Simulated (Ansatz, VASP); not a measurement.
**NiO2 in VASP and in Ansatz**

```
CELL_PARAMETERS angstrom
2.71349 0.00000 0.00000
-1.35675 2.34995 0.00000
0.00000 0.00000 5.23433
ATOMIC_POSITIONS crystal
Ni 0.00000 0.00000 0.50000
O 0.66667 0.33333 0.72537
O 0.33333 0.66667 0.27463
```

Alike in both runs: task single point; functional PBEsol; k mesh 12 × 12 × 6; occupations gaussian, width 0.05 eV; no spin polarisation.

|  | VASP | Ansatz |
| --- | --- | --- |
| version | VASP 6.6.1 | Ansatz 0.2.0 |
| potentials or method | VASP PAW PBE potentials, release 64 (Ni, O), cutoff 520 eV | scalar-relativistic, plane waves, PAW |
| valence electrons in the cell | 22 | 30 |

|  | VASP | Ansatz | Ansatz less VASP |
| --- | --- | --- | --- |
| gap on the k mesh at the Fermi level (eV) | 0.89 | 0.92 | +0.025 |
| least direct gap on the mesh (eV) | 0.94 | 0.95 | +0.016 |
| pressure (GPa) | -17.8 | -18.1 | -0.32 |
| traceless stress, the component that is largest in VASP (GPa) | -19.04 | -19.31 | -0.273 |
| rms of the force components (eV/Å) | 1.515 | 1.557 | +0.0429 |

VASP's potentials were made for PBE, not for PBEsol. Atom by atom the forces differ by 0.043 eV/Å (rms over components). VASP's potentials hold 22 valence electrons a cell and Ansatz's 30, so a difference there can come from the potentials and not from the codes.
